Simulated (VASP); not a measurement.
A run of VASP 6.6.1:

Contents of INCAR:

```
ALGO     = Normal         # electronic algorithm
EDIFF    = 1E-6           # SCF threshold, eV
ENCUT    = 500            # plane-wave cutoff, eV
GGA      = PE             # functional
GGA_COMPAT= False        
ISIF     = 2              # what is computed and relaxed
ISMEAR   = -1             # smearing method
LASPH    = True           # aspherical terms in the spheres
LCHARG   = True           # write CHGCAR
LELF     = True           # ELF
LREAL    = False          # projectors in reciprocal space
LVHAR    = True         
LWAVE    = False          # write WAVECAR
NBANDS   = 10             # bands
NELM     = 120            # most SCF steps
PREC     = Accurate       # precision mode
SIGMA    = 0.1            # smearing width, eV
```

The input KPOINTS:

```
k-points
0
Gamma
  4 8 8
```

The input POSCAR:

```
Al
1.0
    0.0000000000      4.0400000000      4.0400000000
    2.0200000000      0.0000000000      2.0200000000
    2.0200000000      0.0000000000     -2.0200000000
Al
2
Direct
   -0.2500000000     -0.0123762376     -0.5123762376
    0.2500000000      0.0123762376     -0.4876237624
```

Potentials or basis: VASP PAW PBE potentials, release 64 (Al).

Command:

```sh
$ cat potpaw_PBE.64/Al/POTCAR > POTCAR
$ mpirun -np 1 vasp_std > vasp.out
```

Hardware: 1 thread of Intel Xeon 8259CL, with other jobs on the host.

Q: Estimate the wall time of this run.

A: Run time: 39 s on 1 thread of Intel Xeon 8259CL, with other jobs on the host, peak memory 0.16 GiB. Counts: scf iterations 10, k points 55.
